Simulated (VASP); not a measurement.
Write the native input for VASP 6.6.1 that does the following.

```yaml
Task: single point
Functional: r2SCAN
Potentials_or_basis: VASP PAW PBE potentials, release 64 (B, N)
Cutoff: 520 eV
k_mesh: 12 × 12 × 12
Occupations: gaussian, width 0.05 eV
Spin: no spin polarisation
Dipole_correction: no
Further_INCAR_settings: ALGO = Normal; EDIFF = 1e-07; NBANDS = 11
```

Crystal: BN.

```
CELL_PARAMETERS angstrom
0.00000 1.81300 1.81300
1.81300 0.00000 1.81300
1.81300 1.81300 0.00000
ATOMIC_POSITIONS crystal
B 0.01950 0.98050 0.00000
N 0.75000 0.75000 0.75000
```

This cell differs from its parent crystal: all B atoms moved -0.050 Å, as atom 1 along Cartesian [1 -1 0].

The input as run:

POSCAR

```
BN
1.0
    0.0000000000      1.8130010000      1.8130010000
    1.8130010000      0.0000000000      1.8130010000
    1.8130010000      1.8130010000      0.0000000000
B N
1 1
Direct
    0.0195010036     -0.0195010036      0.0000000000
    0.7500000000      0.7500000000      0.7500000000
```

INCAR.step1

```
SYSTEM = BN
ALGO = Normal
EDIFF = 1E-4
ENCUT = 520
GGA = PE
ISMEAR = 0
LASPH = .True.
LCHARG = .False.
LREAL = .False.
LWAVE = .True.
NBANDS = 11
NELM = 100
PREC = Accurate
SIGMA = 0.05
```

INCAR.step2

```
SYSTEM = BN
ALGO = Normal
EDIFF = 1E-7
ENCUT = 520
ISIF = 2
ISMEAR = 0
ISTART = 1
LASPH = .True.
LCHARG = .False.
LMIXTAU = .True.
LREAL = .False.
LWAVE = .False.
METAGGA = R2SCAN
NBANDS = 11
NELM = 100
PREC = Accurate
SIGMA = 0.05
```

KPOINTS

```
k-points
0
Gamma
  12 12 12
  0 0 0
```

Potentials or basis: VASP PAW PBE potentials, release 64 (B, N).

Run with:

```console
$ cat potpaw_PBE.64/B/POTCAR potpaw_PBE.64/N/POTCAR > POTCAR
$ cp INCAR.step1 INCAR
$ mpirun -np 1 vasp_std > vasp.out
$ cp INCAR.step2 INCAR
$ mpirun -np 1 vasp_std > vasp.out
```

It gave:

| Quantity | Value |
| --- | --- |
| Pressure | -3.4 GPa |
| Largest force | 1.189 eV/Å |
| Band gap on the k mesh | 4.50 eV, indirect (least direct gap 8.74 eV) |

Caveat: the cell differs from its parent crystal (all B atoms moved -0.050 Å, as atom 1 along Cartesian [1 -1 0]); the PAW data sets were made with another functional, which shifts forces and pressure a little.

Wall time 95 s on 1 thread of Intel(R) Xeon(R) 6975P-C (Granite Rapids), on a shared host, peak memory 0.17 GiB.
